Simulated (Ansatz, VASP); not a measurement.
# Two plane-wave programs on EuS

The input INCAR:

```
  ALGO = Normal
  EDIFF = 1E-8
  ENCUT = 520
  GGA = PE
  GGA_COMPAT = F
  ISIF = 2
  ISMEAR = -1
  ISPIN = 2
  LASPH = T
  LCHARG = F
  LEFG = T
  LMAXMIX = 6
  LORBIT = 11
  LREAL = F
  LWAVE = F
  MAGMOM = 7 0
  NBANDS = 22
  NELM = 200
  PREC = Accurate
  SIGMA = 0.08
```

The input KPOINTS:

```
k-points
0
Gamma
  10 10 10
```

The input POSCAR:

```
EuS
1.0
    0.0000000000      2.8847028751      2.8847028751
    2.8847028751      0.0000000000      2.8847028751
    2.8847028751      2.8847028751      0.0000000000
Eu S
1 1
Direct
    0.0000000000      0.0000000000      0.0000000000
    0.5000000000      0.5000000000      0.5000000000
```

Input for Ansatz:

```yaml
crystal:
  lattice:
    - [0.0, 2.8847028751, 2.8847028751]
    - [2.8847028751, 0.0, 2.8847028751]
    - [2.8847028751, 2.8847028751, 0.0]
  atoms:
    - { symbol: Eu, position: [0.0, 0.0, 0.0], spin: 7.0 }
    - { symbol: S, position: [0.5, 0.5, 0.5] }
magnetization:
  spin_polarized: true
kpoints:
  mp_grid: { grid: [10, 10, 10] }
scf:
  occupations: { method: fermi_dirac, width: 0.08 }
hamiltonian:
  xc: pbe
  pseudopotentials: { kind: paw }
output:
  forces: true
  stress: true
  eigenvalues: true
  efg: { contact_densities: true }
```

Change from the starting cell: volume scaled by 0.96, PAW files.

Alike in both runs: task electric field gradients; functional PBE; k mesh 10 × 10 × 10; occupations fermi-dirac, width 0.08 eV; collinear spin.

|  | VASP | Ansatz |
| --- | --- | --- |
| version | VASP 6.6.1 | Ansatz 0.2.0 |
| potentials or method | VASP PAW PBE potentials, release 64 (Eu, S) | PAW with Ansatz's default frozen-core files, scalar-relativistic |
| plane-wave cutoff (eV) | 520 | 420 |
| valence electrons in the cell | 23 | 23 |

|  | VASP | Ansatz | Ansatz less VASP |
| --- | --- | --- | --- |
| pressure (GPa) | 2.0 | 2.3 | +0.31 |
| net moment per atom (μB) | 3.46 | 3.46 | +0.003 |
| size of the moment on the site where the two differ most (μB) | 6.54 | 6.68 | +0.141 |

Site moments also hang on the region over which each program counts them.

Neither program's run includes spin-orbit coupling.
